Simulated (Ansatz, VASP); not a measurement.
## Ge in VASP and in Ansatz

Contents of INCAR:

```
SYSTEM = Ge
ALGO = Normal
EDIFF = 1E-6
ENCUT = 500
GGA = PE
GGA_COMPAT = .False.
ISIF = 2
ISMEAR = -4
LASPH = .True.
LCHARG = .False.
LREAL = .False.
LWAVE = .False.
NBANDS = 13
NELM = 120
PREC = Accurate
SIGMA = 0.1
```

File KPOINTS:

```
k-points
0
Gamma
  4 4 4
  0 0 0
```

File POSCAR:

```
Ge
1.0
    0.0000000000      2.0983605250      2.0983605250
    2.0983605250      0.0000000000      2.0983605250
    2.0983605250      2.0983605250      0.0000000000
Ge
1
Direct
    0.0000000000      0.0000000000      0.0000000000
```

Input for Ansatz:

```yaml
crystal:
  lattice:
    - [0.0, 2.098360525, 2.098360525]
    - [2.098360525, 0.0, 2.098360525]
    - [2.098360525, 2.098360525, 0.0]
  atoms:
    - { symbol: Ge, position: [0.0, 0.0, 0.0] }
basis: {}
kpoints:
  mp_grid: { grid: [4, 4, 4] }
hamiltonian:
  xc: pbe
scf:
  occupations: { method: tetrahedron_uncorrected }
output:
  forces: true
  stress: true
  eigenvalues: true
```

Alike in both runs: task single point; functional PBE; k mesh 4 × 4 × 4; no spin polarisation.

|  | VASP | Ansatz |
| --- | --- | --- |
| version | VASP 6.6.1 | Ansatz 0.2.0 |
| potentials or method | VASP PAW PBE potentials, release 64 (Ge_d) | scalar-relativistic, plane waves, PAW |
| plane-wave cutoff (eV) | 500 | 420 |
| occupations | tetrahedron | tetrahedron-uncorrected |
| valence electrons in the cell | 14 | 14 |

VASP gave:

```
gap on the k mesh at the Fermi level (eV) : none
pressure (GPa)                            : 15.1
```

Q: Which values does Ansatz return?

A: gap on the k mesh at the Fermi level (eV): none; pressure (GPa): 15.3.

A gap of «none» marks a metal or a gap that the smearing closes. Ansatz's warnings: band table not solved further.

The k mesh is coarse, so the values compare programs but aren't converged.
